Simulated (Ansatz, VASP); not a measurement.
**Two plane-wave programs on BaO**

INCAR

```
SYSTEM = BaO
ALGO = Normal
EDIFF = 1E-6
ENCUT = 600
GGA = PE
GGA_COMPAT = .FALSE.
ISIF = 2
ISMEAR = 0
LASPH = .TRUE.
LCHARG = .FALSE.
LREAL = .FALSE.
LWAVE = .FALSE.
NBANDS = 15
NELM = 120
PREC = Accurate
SIGMA = 0.02
```

The input KPOINTS:

```
k-points
0
G
  8 8 8
  0 0 0
```

POSCAR

```
BaO
1.0
    0.0000000000      2.7595318786      2.7595318786
    2.7595318786      0.0000000000      2.7595318786
    2.7595318786      2.7595318786      0.0000000000
Ba O
1 1
Direct
    0.0000000000      0.0000000000      0.0000000000
    0.5000000000      0.5000000000      0.5000000000
```

Input for Ansatz:

```yaml
crystal:
  lattice:
    - [0.0, 2.7595318786, 2.7595318786]
    - [2.7595318786, 0.0, 2.7595318786]
    - [2.7595318786, 2.7595318786, 0.0]
  atoms:
    - { symbol: Ba, position: [0.0, 0.0, 0.0] }
    - { symbol: O, position: [0.5, 0.5, 0.5] }
basis:
  ecutwfc: 420
kpoints:
  mp_grid: { grid: [8, 8, 8] }
hamiltonian:
  xc: pbe
scf:
  occupations: { method: gaussian, width: 0.02 }
output:
  forces: true
  stress: true
  eigenvalues: true
  populations: true
```

Alike in both runs: task single point; functional PBE; k mesh 8 × 8 × 8; occupations gaussian, width 0.02 eV; no spin polarisation.

|  | VASP | Ansatz |
| --- | --- | --- |
| version | VASP 6.6.1 | Ansatz 0.2.0 |
| potentials or method | VASP PAW PBE potentials, release 64 (Ba_sv, O), cutoff 600 eV | scalar-relativistic, plane waves, PAW |
| valence electrons in the cell | 16 | 16 |

Ansatz gave:

| Property | Result |
| --- | --- |
| gap on the k mesh at the Fermi level (eV) | 2.01 |
| least direct gap on the mesh (eV) | 2.01 |
| pressure (GPa) | 2.2 |

Estimate VASP's values.

gap on the k mesh at the Fermi level (eV): 1.94; least direct gap on the mesh (eV): 1.94; pressure (GPa): 3.9.

The functional is the same, so the differences come from potentials, cutoffs and numerics.

Neither program's run includes spin-orbit coupling.
